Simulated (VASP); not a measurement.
# Ca (I4/mmm) in VASP: single point with PBEsol

Aim: the single point of Ca with PBEsol.

Program: VASP 6.6.1. These are calculated values, not measurements. Logs are shortened: lines on timing, memory, paths and dates and some standing lists are left out, and cuts for length are marked.

### Step 1. The cell of the first run

The structure is tetragonal, space group I4/mmm (No. 139). Conventional cell: a = 4.070 Å, b = 4.070 Å, c = 5.421 Å, α = 90.00°, β = 90.00°, γ = 90.00°. Ca (site symmetry 4/mmm) has 12 Ca at 3.95 to 4.07 Å within 5.2 Å.

### Step 2. Single point, PBEsol (strain +0.030 along x and y, -0.030 along z)

INCAR

```
PREC = Accurate
ENCUT = 520
EDIFF = 1E-6
ISMEAR = 0
SIGMA = 0.15
LREAL = F
LASPH = T
NELM = 100
ALGO = Fast
ISIF = 2
LWAVE = F
LCHARG = F
GGA = PS
NBANDS = 11
```

KPOINTS

```
Automatic mesh
0
Gamma
  14 14 14
```

POSCAR

```
Ca
1.0
    0.0000000000      2.8780260000      2.7103740000
    2.8780260000      0.0000000000      2.7103740000
    2.8780260000      2.8780260000      0.0000000000
Ca
1
Direct
    0.0000000000      0.0000000000      0.0000000000
```

Potentials or basis: VASP PAW PBE potentials, release 64 (Ca_sv).

Started as:

```
$ cat potpaw_PBE.64/Ca_sv/POTCAR > POTCAR
$ mpirun -np 1 vasp_std > vasp.out
```

OUTCAR:

```text
PREC = Accurate
   ENCUT = 520
   EDIFF = 1E-6
   ISMEAR = 0
   LREAL = F
   LASPH = T
   NELM = 100
   ISIF = 2
   GGA = PS

 ion  position               nearest neighbor table
   1  0.000  0.000  0.000-

  LATTYP: Found a body centered tetragonal cell.
 ALAT       =     4.0701434021
 C/A-ratio  =     1.3318321898

  Lattice vectors:

 A1 = (   0.0000000000,  -2.8780260000,  -2.7103740000)
 A2 = (   0.0000000000,   2.8780260000,  -2.7103740000)
 A3 = (   2.8780260000,   0.0000000000,   2.7103740000)

Analysis of symmetry for initial positions (statically):
=====================================================================
 Subroutine PRICEL returns:
 Original cell was already a primitive cell.

 Routine SETGRP: Setting up the symmetry group for a
 body centered tetragonal supercell.

 Subroutine GETGRP returns: Found 16 space group operations
 (whereof 16 operations were pure point group operations)
 out of a pool of 16 trial point group operations.

The static configuration has the point symmetry D_4h.

Analysis of symmetry for dynamics (positions and initial velocities):
=====================================================================
 Subroutine PRICEL returns:
 Original cell was already a primitive cell.

 Routine SETGRP: Setting up the symmetry group for a
 body centered tetragonal supercell.

 Subroutine GETGRP returns: Found 16 space group operations
 (whereof 16 operations were pure point group operations)
 out of a pool of 16 trial point group operations.

The dynamic configuration has the point symmetry D_4h.

 Subroutine INISYM returns: Found 16 space group operations
 (whereof 16 operations are pure point group operations),
 and found     1 'primitive' translations

----------------------------------------------------------------------------------------

                                     Primitive cell

  volume of cell :      44.9002

  direct lattice vectors                    reciprocal lattice vectors
     0.000000000  2.878026000  2.710374000    -0.173730189  0.173730189  0.184476386
     2.878026000  0.000000000  2.710374000     0.173730189 -0.173730189  0.184476386
     2.878026000  2.878026000  0.000000000     0.173730189  0.173730189 -0.184476386

  length of vectors
     3.953373354  3.953373354  4.070143402     0.307239148  0.307239148  0.307239148

  position of ions in fractional coordinates (direct lattice)
     0.000000000  0.000000000  0.000000000

  ion indices of the primitive-cell ions
   primitive index   ion index
                 1           1

----------------------------------------------------------------------------------------

 KPOINTS: Automatic mesh

Automatic generation of k-mesh.
 Grid dimensions read from file:
 generate k-points for:   14   14   14

 Generating k-lattice:

  Cartesian coordinates                     Fractional coordinates (reciprocal lattice)
    -0.012409299  0.012409299  0.013176885     0.071428571 -0.000000000  0.000000000
     0.012409299 -0.012409299  0.013176885    -0.000000000  0.071428571  0.000000000
     0.012409299  0.012409299 -0.013176885     0.000000000  0.000000000  0.071428571

  Length of vectors
     0.021945653  0.021945653  0.021945653

  Shift w.r.t. Gamma in fractional coordinates (k-lattice)
     0.000000000  0.000000000  0.000000000

 Subroutine IBZKPT returns following result:
 ===========================================

 Found    244 irreducible k-points:

 Following reciprocal coordinates:
            Coordinates               Weight
  0.000000  0.000000  0.000000      1.000000
  0.071429  0.000000  0.000000      8.000000
  0.142857  0.000000  0.000000      8.000000
  0.214286  0.000000  0.000000      8.000000
  0.285714  0.000000  0.000000      8.000000
  0.357143  0.000000  0.000000      8.000000
[... 16 lines left out ...]
  0.214286  0.142857  0.000000      8.000000
  0.285714  0.142857  0.000000      8.000000
 [... further k-points ...]
   k-points           NKPTS =    244   k-points in BZ     NKDIM =    244   number of bands    NBANDS=     11
   number of dos      NEDOS =    301   number of ions     NIONS =      1
   total plane-waves  NPLWV =  27000
   dimension x,y,z NGX =    30 NGY =   30 NGZ =   30
   dimension x,y,z NGXF=    60 NGYF=   60 NGZF=   60
   ions per type =               1
   NGX,Y,Z   is equivalent  to a cutoff of  12.62, 12.62, 12.25 a.u.
   NGXF,Y,Z  is equivalent  to a cutoff of  25.23, 25.23, 24.51 a.u.
 SYSTEM =  unknown system
   PREC   = accura    normal or accurate (medium, high low for compatibility)
   ISTART =      0    job   : 0-new  1-cont  2-samecut
   ICHARG =      2    charge: 1-file 2-atom 10-const
   ISPIN  =      1    spin polarized calculation?
   LNONCOLLINEAR =      F non collinear calculations
   LSORBIT =      F    spin-orbit coupling
   LASPH  =      T    aspherical Exc in radial PAW
   ENCUT  =  520.0 eV  38.22 Ry    6.18 a.u.   7.35  7.35  7.57*2*pi/ulx,y,z
   NELM   =    100;   NELMIN=  2; NELMDL= -5     # of ELM steps
   EDIFF  = 0.1E-05   stopping-criterion for ELM
   LREAL  =      F    real-space projection
   EDIFFG = 0.1E-04   stopping-criterion for IOM
   NSW    =      0    number of steps for IOM
   IBRION =     -1    ionic relax: 0-MD 1-quasi-New 2-CG
   NFREE  =      0    steps in history (QN), initial steepest desc. (CG)
   ISIF   =      2    stress and relaxation
   ISYM   =      2    0-nonsym 1-usesym 2-fastsym
   POTIM  = 0.5000    time-step for ionic-motion
   TEBEG  =    0.0;   TEEND  =   0.0 temperature during run
   PSTRESS=    0.0 pullay stress
   NELECT =      10.0000    total number of electrons
   NUPDOWN=      -1.0000    fix difference up-down
   EMIN   =  10.00;   EMAX   =-10.00  energy-range for DOS
   EFERMI =   0.00;   METHOD = LEGACY
   ISMEAR =     0;   SIGMA  =   0.15  broadening in eV -4-tet -1-fermi 0-gaus
   EFERMI_NEDOS =   21; number of points for ismear=-14 and -15
   IALGO  =     68    algorithm
   IMIX   =      4    mixing-type and parameters
     AMIX     =   0.40;   BMIX     =  1.00
     AMIX_MAG =   1.60;   BMIX_MAG =  1.00
  volume/ion in A,a.u.               =      44.90       303.00
  Fermi-wavevector in a.u.,A,eV,Ry     =   0.992336  1.875243 13.398067  0.984730
  Thomas-Fermi vector in A             =   2.124140
   LORBIT       =      0    0 simple, 1 ext, 2 COOP (PROOUT), +10 PAW based schemes
   GGA     = PS    functional components
   LHFCALC =     F    Hartree Fock is set to
   AEXX    =    0.0000 exact exchange contribution
   IVDW    =     0    specifies the selected vdW correction
   LEPSILON=     F    determine dielectric tensor
   LRPA    =     F    only Hartree local field effects (RPA)
 non-spin polarized calculation
 RMM-DIIS sequential band-by-band and
 Gauss-broadening in eV      SIGMA  =   0.15
  energy-cutoff  :      520.00
  volume of cell :       44.90
 maximum number of plane-waves:      1226
 NGX is ok and might be reduce to    30
   NGX = 15   NGY = 15   NGZ = 15

 number of electron      10.0000000 magnetization

 Free energy of the ion-electron system (eV)
  ---------------------------------------------------
  ext. energy  EPLUGINS =         0.00000000
  ---------------------------------------------------
  free energy    TOTEN  =        -2.11830890 eV

  energy without entropy =       -2.10322237  energy(sigma->0) =       -2.11076564

 E-fermi :   1.6537     XC(G=0):  -7.6162

 val. band max:        1.6468347168   @ k =  -0.3571   0.3571   0.0714
 cond. band min:       1.6639153590   @ k =  -0.4286  -0.0000   0.0714
 fundamental gap:      0.0170806423
 Fermi energy:         1.6537108788

 k-point     1 :       0.0000    0.0000    0.0000
  band No.  band energies     occupation
      1     -40.3356      2.00000
      2     -21.3348      2.00000
      3     -21.3348      2.00000
      4     -21.3313      2.00000
      5      -2.2669      2.00000
      6       3.8247      0.00000
      7       3.8247      0.00000
      8       4.0694      0.00000
      9       4.7302      0.00000
     10       5.0351      0.00000
     11      10.5504      0.00000

 k-point     2 :       0.0714    0.0000    0.0000
  band No.  band energies     occupation
      1     -40.3351      2.00000
      2     -21.3395      2.00000
      3     -21.3358      2.00000
      4     -21.3327      2.00000
      5      -2.1837      2.00000
      6       3.7721      0.00000
      7       3.8541      0.00000
      8       4.0656      0.00000
      9       4.7099      0.00000
     10       5.0028      0.00000
     11      10.6379      0.00000

 k-point     3 :       0.1429    0.0000    0.0000
  band No.  band energies     occupation
      1     -40.3337      2.00000
      2     -21.3550      2.00000
      3     -21.3387      2.00000
      4     -21.3346      2.00000
      5      -1.9378      2.00000
      6       3.5638      0.00000
      7       3.9134      0.00000
      8       4.1105      0.00000
      9       4.6872      0.00000
     10       4.9352      0.00000
     11      10.3193      0.00000

 k-point     4 :       0.2143    0.0000    0.0000
  band No.  band energies     occupation
      1     -40.3316      2.00000
      2     -21.3775      2.00000
      3     -21.3429      2.00000
      4     -21.3368      2.00000
      5      -1.5409      2.00000
      6       3.2290      0.00000
      7       3.9223      0.00000
      8       4.1623      0.00000
      9       4.7620      0.00000
     10       4.9161      0.00000
     11       9.1989      0.00000
[... 239 lines left out ...]
 k-point    22 :       0.1429    0.1429    0.0000
  band No.  band energies     occupation
      1     -40.3327      2.00000
      2     -21.3527      2.00000
      3     -21.3441      2.00000
      4     -21.3441      2.00000
      5      -1.7942      2.00000
      6       3.5973      0.00000
      7       3.9762      0.00000
      8       3.9762      0.00000
      9       4.6677      0.00000
     10       4.8667      0.00000
     11      10.9640      0.00000

 k-point    23 :       0.2143    0.1429    0.0000
  band No.  band energies     occupation
      1     -40.3310      2.00000
      2     -21.3692      2.00000
      3     -21.3488      2.00000
      4     -21.3458      2.00000
      5      -1.4870      2.00000
      6       3.3294      0.00000
      7       4.0456      0.00000
      8       4.0736      0.00000
      9       4.5136      0.00000
     10       4.9510      0.00000
     11      10.0338      0.00000

 k-point    24 :       0.2857    0.1429    0.0000
  band No.  band energies     occupation
      1     -40.3289      2.00000
      2     -21.3911      2.00000
      3     -21.3538      2.00000
      4     -21.3474      2.00000
      5      -1.0401      2.00000
      6       2.9937      0.00000
      7       4.0068      0.00000
      8       4.0525      0.00000
      9       4.5914      0.00000
     10       5.1168      0.00000
     11       8.8570      0.00000

 [... further k-points ...]
[... 5 lines left out ...]
  --------------------------------------------------------------------------------------
  -------------------------------------------------------------------------------------
  Total       -0.4569216     -0.4569216     -0.3707929      0.0000000     -0.0000000     -0.0000000
  in kB      -16.3043560    -16.3043560    -13.2310210      0.0000000     -0.0000000     -0.0000000
  external PRESSURE =     -15.2799110 kB  Pullay stress =       0.0000000 kB

 VOLUME and BASIS-vectors are now :
 -----------------------------------------------------------------------------
  energy-cutoff  :      520.00
  volume of cell :       44.90
      direct lattice vectors                 reciprocal lattice vectors
     0.000000000  2.878026000  2.710374000    -0.173730189  0.173730189  0.184476386
     2.878026000  0.000000000  2.710374000     0.173730189 -0.173730189  0.184476386
     2.878026000  2.878026000  0.000000000     0.173730189  0.173730189 -0.184476386

 POSITION                                       TOTAL-FORCE (eV/Angst)
 -----------------------------------------------------------------------------------
      0.00000      0.00000      0.00000        -0.000000     -0.000000      0.000000
 -----------------------------------------------------------------------------------
    total drift:                               -0.000000     -0.000000      0.000000

  FREE ENERGIE OF THE ION-ELECTRON SYSTEM (eV)
  ---------------------------------------------------
  free  energy   TOTEN  =        -2.1183089023 eV

  energy  without entropy=       -2.1032223705  energy(sigma->0) =       -2.11076564
```

It took 1.8 min on 1 thread of Intel Xeon Platinum 8259CL at 2.50GHz (Skylake/Cascade Lake), shared host; peak memory 0.25 GiB.

What came out:

* Free energy: -2.1183 eV
* Pressure: -1.5 GPa
* Band gap on the k mesh: zero (band 5 reaches 1.86 eV, above the bottom of band 6 at 1.46 eV)

Levels at points of the mesh, in eV from the Fermi level:
| k point | band 1 | band 2 | band 3 | band 4 | band 5 | band 6 | band 7 | band 8 | band 9 | band 10 |
| --- | --- | --- | --- | --- | --- | --- | --- | --- | --- | --- |
| (0.00, 0.00, 0.00) | -41.99 | -22.99 | -22.99 | -22.99 | -3.92 | 2.17 | 2.17 | 2.42 | 3.08 | 3.38 |
| (0.50, 0.00, 0.00) | -41.98 | -23.10 | -23.01 | -23.00 | -0.97 | -0.19 | 1.98 | 2.30 | 3.81 | 3.95 |
| (0.50, 0.50, 0.00) | -41.97 | -23.09 | -23.04 | -23.04 | -0.28 | 0.52 | 1.25 | 3.87 | 4.06 | 4.06 |
| (0.50, 0.00, 0.50) | -41.98 | -23.09 | -23.03 | -23.02 | -0.47 | 0.65 | 0.68 | 3.85 | 3.95 | 4.14 |

Caveat: the cell differs from its parent crystal (strain +0.030 along x and y, -0.030 along z); the PAW data sets were made with another functional, which shifts forces and pressure a little.
